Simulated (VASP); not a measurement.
# MoS2 (P6_3/mmc) in VASP: a series of runs

Runs on MoS2. Level: PBEsol. Tasks: single point.

Program: VASP 6.6.1. These are calculated values, not measurements. Logs are shortened: lines on timing, memory, paths and dates and some standing lists are left out, and cuts for length are marked.

**1. The cell of the first run**

The structure is hexagonal, space group P6_3/mmc (No. 194). The conventional cell has a = 3.142 Å, b = 3.142 Å, c = 11.942 Å, α = 90.00°, β = 90.00°, γ = 120.00°. Within 3.2 Å of Mo (site symmetry -6m2) lie 6 S at 2.34 Å and 6 Mo at 3.14 Å. S (site symmetry 3m) has 3 Mo at 2.34 Å and 7 S at 2.96 to 3.14 Å within 3.2 Å.

**2. Single point, PBEsol**

INCAR

```
ALGO     = Normal         # electronic algorithm
EDIFF    = 1E-6           # SCF threshold, eV
ENCUT    = 520            # plane-wave cutoff, eV
GGA      = PS             # functional
ISIF     = 2              # what is computed and relaxed
ISMEAR   = 1              # smearing method
LASPH    = True           # aspherical terms in the spheres
LCHARG   = False          # write CHGCAR
LREAL    = False          # projectors in reciprocal space
LWAVE    = False          # write WAVECAR
NBANDS   = 35             # bands
NELM     = 100            # most SCF steps
PREC     = Accurate       # precision mode
SIGMA    = 0.0693         # smearing width, eV
```

KPOINTS

```
k-points
0
Gamma
  12 12 2
```

POSCAR

```
MoS2
1.0
    3.1416453610      0.0000000000      0.0000000000
   -1.5708226805      2.7207446923      0.0000000000
    0.0000000000      0.0000000000     11.9418000000
Mo S
2 4
Direct
    0.3333333333      0.6666666667      0.2500000000
    0.6666666667      0.3333333333      0.7500000000
    0.3333333333      0.6666666667      0.6259932117
    0.6666666667      0.3333333333      0.1259932117
    0.3333333333      0.6666666667      0.8740067883
    0.6666666667      0.3333333333      0.3740067883
```

Potentials or basis: VASP PAW PBE potentials, release 64 (Mo_sv, S).

The run is started by

```
> cat potpaw_PBE.64/Mo_sv/POTCAR potpaw_PBE.64/S/POTCAR > POTCAR
> mpirun -np 1 vasp_std > vasp.out
```

OUTCAR:

```text
EDIFF = 1E-6
   ENCUT = 520
   GGA = PS
   ISIF = 2
   ISMEAR = 1
   LASPH = True
   LREAL = False
   NELM = 100
   PREC = Accurate

 ion  position               nearest neighbor table
   1  0.333  0.667  0.250-   4 2.34   6 2.34   4 2.34   6 2.34   4 2.34   6 2.34
   2  0.667  0.333  0.750-   3 2.34   5 2.34   3 2.34   5 2.34   3 2.34   5 2.34
   3  0.333  0.667  0.626-   2 2.34   2 2.34   2 2.34
   4  0.667  0.333  0.126-   1 2.34   1 2.34   1 2.34
   5  0.333  0.667  0.874-   2 2.34   2 2.34   2 2.34
   6  0.667  0.333  0.374-   1 2.34   1 2.34   1 2.34

  LATTYP: Found a hexagonal cell.
 ALAT       =     3.1416453610
 C/A-ratio  =     3.8011292262

  Lattice vectors:

 A1 = (   3.1416453610,   0.0000000000,   0.0000000000)
 A2 = (  -1.5708226805,   2.7207446923,   0.0000000000)
 A3 = (   0.0000000000,   0.0000000000,  11.9418000000)

Analysis of symmetry for initial positions (statically):
=====================================================================
 Subroutine PRICEL returns:
 Original cell was already a primitive cell.

 Routine SETGRP: Setting up the symmetry group for a
 hexagonal supercell.

 Subroutine GETGRP returns: Found 24 space group operations
 (whereof 12 operations were pure point group operations)
 out of a pool of 24 trial point group operations.

The static configuration has the point symmetry D_3d.
 The point group associated with its full space group is D_6h.

Analysis of symmetry for dynamics (positions and initial velocities):
=====================================================================
 Subroutine PRICEL returns:
 Original cell was already a primitive cell.

 Routine SETGRP: Setting up the symmetry group for a
 hexagonal supercell.

 Subroutine GETGRP returns: Found 24 space group operations
 (whereof 12 operations were pure point group operations)
 out of a pool of 24 trial point group operations.

The dynamic configuration has the point symmetry D_3d.
 The point group associated with its full space group is D_6h.

 Subroutine INISYM returns: Found 24 space group operations
 (whereof 12 operations are pure point group operations),
 and found     1 'primitive' translations

----------------------------------------------------------------------------------------

                                     Primitive cell

  volume of cell :     102.0739

  direct lattice vectors                    reciprocal lattice vectors
     3.141645361  0.000000000  0.000000000     0.318304546  0.183773215  0.000000000
    -1.570822681  2.720744692  0.000000000     0.000000000  0.367546431  0.000000000
     0.000000000  0.000000000 11.941800000     0.000000000  0.000000000  0.083739470

  length of vectors
     3.141645361  3.141645361 11.941800000     0.367546431  0.367546431  0.083739470

  position of ions in fractional coordinates (direct lattice)
     0.333333333  0.666666667  0.250000000
     0.666666667  0.333333333  0.750000000
     0.333333333  0.666666667  0.625993212
     0.666666667  0.333333333  0.125993212
     0.333333333  0.666666667  0.874006788
     0.666666667  0.333333333  0.374006788

  ion indices of the primitive-cell ions
   primitive index   ion index
                 1           1
                 2           2
                 3           3
                 4           4
                 5           5
                 6           6

----------------------------------------------------------------------------------------

 KPOINTS: k-points

Automatic generation of k-mesh.
 Grid dimensions read from file:
 generate k-points for:   12   12    2

 Generating k-lattice:

  Cartesian coordinates                     Fractional coordinates (reciprocal lattice)
     0.026525379  0.015314435  0.000000000     0.083333333 -0.000000000  0.000000000
     0.000000000  0.030628869  0.000000000     0.000000000  0.083333333  0.000000000
     0.000000000  0.000000000  0.041869735     0.000000000  0.000000000  0.500000000

  Length of vectors
     0.030628869  0.030628869  0.041869735

  Shift w.r.t. Gamma in fractional coordinates (k-lattice)
     0.000000000  0.000000000  0.000000000

 Subroutine IBZKPT returns following result:
 ===========================================

 Found     38 irreducible k-points:

 Following reciprocal coordinates:
            Coordinates               Weight
  0.000000  0.000000  0.000000      1.000000
  0.083333  0.000000  0.000000      6.000000
  0.166667  0.000000  0.000000      6.000000
  0.250000  0.000000  0.000000      6.000000
  0.333333  0.000000  0.000000      6.000000
  0.416667 -0.000000  0.000000      6.000000
[... 16 lines left out ...]
  0.250000  0.000000  0.500000      6.000000
  0.333333  0.000000  0.500000      6.000000
 [... further k-points ...]
   k-points           NKPTS =     38   k-points in BZ     NKDIM =     38   number of bands    NBANDS=     35
   number of dos      NEDOS =    301   number of ions     NIONS =      6
   total plane-waves  NPLWV =  51840
   dimension x,y,z NGX =    24 NGY =   24 NGZ =   90
   dimension x,y,z NGXF=    48 NGYF=   48 NGZF=  180
   ions per type =               2   4
   NGX,Y,Z   is equivalent  to a cutoff of  12.70, 12.70, 12.53 a.u.
   NGXF,Y,Z  is equivalent  to a cutoff of  25.40, 25.40, 25.06 a.u.
 SYSTEM =  unknown system
   PREC   = accura    normal or accurate (medium, high low for compatibility)
   ISTART =      0    job   : 0-new  1-cont  2-samecut
   ICHARG =      2    charge: 1-file 2-atom 10-const
   ISPIN  =      1    spin polarized calculation?
   LNONCOLLINEAR =      F non collinear calculations
   LSORBIT =      F    spin-orbit coupling
   LASPH  =      T    aspherical Exc in radial PAW
   ENCUT  =  520.0 eV  38.22 Ry    6.18 a.u.   5.84  5.84 22.20*2*pi/ulx,y,z
   NELM   =    100;   NELMIN=  2; NELMDL= -5     # of ELM steps
   EDIFF  = 0.1E-05   stopping-criterion for ELM
   LREAL  =      F    real-space projection
   EDIFFG = 0.1E-04   stopping-criterion for IOM
   NSW    =      0    number of steps for IOM
   IBRION =     -1    ionic relax: 0-MD 1-quasi-New 2-CG
   NFREE  =      0    steps in history (QN), initial steepest desc. (CG)
   ISIF   =      2    stress and relaxation
   ISYM   =      2    0-nonsym 1-usesym 2-fastsym
   POTIM  = 0.5000    time-step for ionic-motion
   TEBEG  =    0.0;   TEEND  =   0.0 temperature during run
   PSTRESS=    0.0 pullay stress
   NELECT =      52.0000    total number of electrons
   NUPDOWN=      -1.0000    fix difference up-down
   EMIN   =  10.00;   EMAX   =-10.00  energy-range for DOS
   EFERMI =   0.00;   METHOD = LEGACY
   ISMEAR =     1;   SIGMA  =   0.07  broadening in eV -4-tet -1-fermi 0-gaus
   EFERMI_NEDOS =   21; number of points for ismear=-14 and -15
   IALGO  =     38    algorithm
   IMIX   =      4    mixing-type and parameters
     AMIX     =   0.40;   BMIX     =  1.00
     AMIX_MAG =   1.60;   BMIX_MAG =  1.00
  volume/ion in A,a.u.               =      17.01       114.80
  Fermi-wavevector in a.u.,A,eV,Ry     =   1.307488  2.470794 23.259496  1.709525
  Thomas-Fermi vector in A             =   2.438219
   LORBIT       =      0    0 simple, 1 ext, 2 COOP (PROOUT), +10 PAW based schemes
   GGA     = PS    functional components
   LHFCALC =     F    Hartree Fock is set to
   AEXX    =    0.0000 exact exchange contribution
   IVDW    =     0    specifies the selected vdW correction
   LEPSILON=     F    determine dielectric tensor
   LRPA    =     F    only Hartree local field effects (RPA)
 non-spin polarized calculation
 Methfessel and Paxton  Order N= 1 SIGMA  =   0.07
  energy-cutoff  :      520.00
  volume of cell :      102.07
 maximum number of plane-waves:      2778
 NGX is ok and might be reduce to    24

 number of electron      52.0000003 magnetization

 Free energy of the ion-electron system (eV)
  ---------------------------------------------------
  ext. energy  EPLUGINS =         0.00000000
  ---------------------------------------------------
  free energy    TOTEN  =       -46.64010616 eV

  energy without entropy =      -46.64012011  energy(sigma->0) =      -46.64011081

 E-fermi :   8.4278     XC(G=0): -11.1949

 val. band max:        8.3694842469   @ k =   0.0000   0.0000   0.0000
 cond. band min:       8.8675778537   @ k =   0.3333   0.3333   0.0000
 fundamental gap:      0.4980936068
 Fermi energy:         8.4278266846

 k-point     1 :       0.0000    0.0000    0.0000
  band No.  band energies     occupation
      1     -53.3368      2.00000
      2     -53.3368      2.00000
      3     -27.5752      2.00000
      4     -27.5750      2.00000
      5     -27.3334      2.00000
      6     -27.3334      2.00000
[... 27 lines left out ...]
     34      10.8303      0.00000
     35      13.4969      0.00000

 k-point     2 :       0.0833    0.0000    0.0000
  band No.  band energies     occupation
      1     -53.3336      2.00000
      2     -53.3336      2.00000
      3     -27.5688      2.00000
      4     -27.5686      2.00000
      5     -27.3651      2.00000
      6     -27.3651      2.00000
[... 27 lines left out ...]
     34      10.7026      0.00000
     35      13.9998      0.00000

 k-point     3 :       0.1667    0.0000    0.0000
  band No.  band energies     occupation
      1     -53.3250      2.00000
      2     -53.3250      2.00000
      3     -27.5513      2.00000
      4     -27.5512      2.00000
      5     -27.4510      2.00000
      6     -27.4510      2.00000
[... 27 lines left out ...]
     34      11.0139      0.00000
     35      15.1457      0.00000

 k-point     4 :       0.2500    0.0000    0.0000
  band No.  band energies     occupation
      1     -53.3131      2.00000
      2     -53.3131      2.00000
      3     -27.5665      2.00000
      4     -27.5665      2.00000
      5     -27.5273      2.00000
      6     -27.5272      2.00000
[... 27 lines left out ...]
     34      11.5970      0.00000
     35      15.7300      0.00000

 k-point     5 :       0.3333    0.0000    0.0000
  band No.  band energies     occupation
      1     -53.3013      2.00000
      2     -53.3013      2.00000
      3     -27.6799      2.00000
      4     -27.6799      2.00000
      5     -27.5033      2.00000
      6     -27.5032      2.00000
[... 638 lines left out ...]
 k-point    22 :       0.1667    0.0000    0.5000
  band No.  band energies     occupation
      1     -53.3250      2.00000
      2     -53.3250      2.00000
      3     -27.5512      2.00000
      4     -27.5512      2.00000
      5     -27.4510      2.00000
      6     -27.4510      2.00000
[... 27 lines left out ...]
     34      10.9591      0.00000
     35      15.1711      0.00000

 k-point    23 :       0.2500    0.0000    0.5000
  band No.  band energies     occupation
      1     -53.3131      2.00000
      2     -53.3131      2.00000
      3     -27.5665      2.00000
      4     -27.5665      2.00000
      5     -27.5273      2.00000
      6     -27.5273      2.00000
[... 27 lines left out ...]
     34      11.4808      0.00000
     35      15.5476      0.00000

 k-point    24 :       0.3333    0.0000    0.5000
  band No.  band energies     occupation
      1     -53.3013      2.00000
      2     -53.3013      2.00000
      3     -27.6799      2.00000
      4     -27.6799      2.00000
      5     -27.5032      2.00000
      6     -27.5032      2.00000
[... 27 lines left out ...]
     34      11.8686      0.00000
     35      14.7926      0.00000

 [... further k-points ...]
[... 5 lines left out ...]
  --------------------------------------------------------------------------------------
  -------------------------------------------------------------------------------------
  Total        3.7861197      3.7861197     10.3718397      0.0000000     -0.0000000     -0.0000000
  in kB       59.4278721     59.4278721    162.7989638      0.0000000     -0.0000000     -0.0000000
  external PRESSURE =      93.8849027 kB  Pullay stress =       0.0000000 kB

 VOLUME and BASIS-vectors are now :
 -----------------------------------------------------------------------------
  energy-cutoff  :      520.00
  volume of cell :      102.07
      direct lattice vectors                 reciprocal lattice vectors
     3.141645361  0.000000000  0.000000000     0.318304546  0.183773215  0.000000000
    -1.570822681  2.720744692  0.000000000     0.000000000  0.367546431  0.000000000
     0.000000000  0.000000000 11.941800000     0.000000000  0.000000000  0.083739470

 POSITION                                       TOTAL-FORCE (eV/Angst)
 -----------------------------------------------------------------------------------
     -0.00000      1.81383      2.98545         0.000000      0.000000     -0.000000
      1.57082      0.90691      8.95635        -0.000000     -0.000000     -0.000000
     -0.00000      1.81383      7.47549        -0.000000     -0.000000     -1.629768
      1.57082      0.90691      1.50459         0.000000      0.000000     -1.629768
     -0.00000      1.81383     10.43721        -0.000000      0.000000      1.629768
      1.57082      0.90691      4.46631         0.000000      0.000000      1.629768
 -----------------------------------------------------------------------------------
    total drift:                               -0.000000      0.000000     -0.000000

  FREE ENERGIE OF THE ION-ELECTRON SYSTEM (eV)
  ---------------------------------------------------
  free  energy   TOTEN  =       -46.6401061630 eV

  energy  without entropy=      -46.6401201142  energy(sigma->0) =      -46.64011081
```

Wall time 2.8 min (1 thread of Intel Xeon 8259CL, shared host); peak memory 0.27 GiB.

Results:

```
Free energy            : -46.6401 eV
Pressure               : 9.4 GPa
Largest force          : 1.630 eV/Å
Band gap on the k mesh : 0.50 eV (least direct gap 1.58 eV)
```

Forces in eV/Å, atoms in the order of the input:
```
Mo   0.000  0.000  0.000
Mo   0.000  0.000  0.000
S    0.000  0.000 -1.630
S    0.000  0.000 -1.630
S    0.000  0.000  1.630
S    0.000  0.000  1.630
```

Stress tensor (GPa, compression positive):
```
 5.94  0.00  0.00
 0.00  5.94  0.00
 0.00  0.00 16.28
```

Levels at points of the mesh, in eV from the valence-band top:
```tsv
k point	band 22	band 23	band 24	band 25	band 26	band 27	band 28	band 29	band 30	band 31
(0.00, 0.00, 0.00)	-2.84	-2.84	-1.33	-1.26	0.00	1.86	1.86	1.88	1.88	2.26
(0.50, 0.00, 0.00)	-2.67	-2.29	-2.09	-1.84	-1.65	1.24	1.30	1.77	1.99	2.77
(0.00, 0.00, 0.50)	-2.87	-2.80	-2.80	-0.30	-0.30	1.86	1.86	1.86	1.86	2.36
(0.50, 0.00, 0.50)	-2.83	-2.19	-2.19	-1.73	-1.73	1.27	1.27	1.89	1.89	3.11
```

Caveat: the cell stands under pressure; the PAW data sets were made with another functional, which shifts forces and pressure a little; this functional lacks dispersion, which binds the layers, so the pressure and a relaxed spacing across them are unreliable.

**3. Single point, PBEsol**

This run uses another cell than the first one, of the same volume but with other edges.

INCAR

```
PREC = Accurate ; ENCUT = 520
EDIFF = 1E-6 ; ISMEAR = 1
SIGMA = 0.145 ; LREAL = False
LASPH = True ; NELM = 100
ALGO = Normal ; ISIF = 2
LWAVE = False ; LCHARG = False
GGA = PS ; NBANDS = 35
```

KPOINTS

```
Automatic mesh
0
Gamma
  12 12 2
```

POSCAR: that of step 2 with these lines changed.

```diff
@@ -2,5 +2,5 @@
 1.0
-    3.1416453610      0.0000000000      0.0000000000
-   -1.5708226805      2.7207446923      0.0000000000
-    0.0000000000      0.0000000000     11.9418000000
+    3.0788000000      0.0000000000      0.0000000000
+   -1.5394000000      2.6663190132      0.0000000000
+    0.0000000000      0.0000000000     12.4446000000
 Mo S
```

Potentials or basis: VASP PAW PBE potentials, release 64 (Mo_sv, S).

The run is started by

```
> cat potpaw_PBE.64/Mo_sv/POTCAR potpaw_PBE.64/S/POTCAR > POTCAR
> mpirun -np 1 vasp_std > vasp.out
```

It took 2.7 min on 1 thread of Intel Xeon 8259CL, shared host; peak memory 0.28 GiB.

The run converged. Its results:

```
Free energy            : -46.7665 eV
Pressure               : 8.5 GPa
Largest force          : 0.779 eV/Å
Band gap on the k mesh : 1.00 eV (least direct gap 1.92 eV)
```

Forces on the atoms (eV/Å):
```
Mo   0.000  0.000  0.000
Mo   0.000  0.000  0.000
S    0.000  0.000 -0.779
S    0.000  0.000 -0.779
S    0.000  0.000  0.779
S    0.000  0.000  0.779
```

Stress tensor (GPa, compression positive):
```
8.88 0.00 0.00
0.00 8.88 0.00
0.00 0.00 7.77
```

Levels at points of the mesh, in eV from the valence-band top:
```
           k point  band 24  band 25  band 26  band 27  band 28  band 29
(0.00, 0.00, 0.00)    -1.37    -1.29     0.00     2.48     2.48     2.50
(0.50, 0.00, 0.00)    -1.34    -1.32    -1.27     2.03     2.07     2.38
(0.00, 0.00, 0.50)    -2.05    -0.33    -0.33     2.49     2.49     2.49
(0.50, 0.00, 0.50)    -1.40    -1.30    -1.30     2.05     2.05     2.55
```

Caveat: the cell stands under pressure; the PAW data sets were made with another functional, which shifts forces and pressure a little; this functional lacks dispersion, which binds the layers, so the pressure and a relaxed spacing across them are unreliable. A k mesh can miss the band edges.

(Continued in part 2 of 2.)
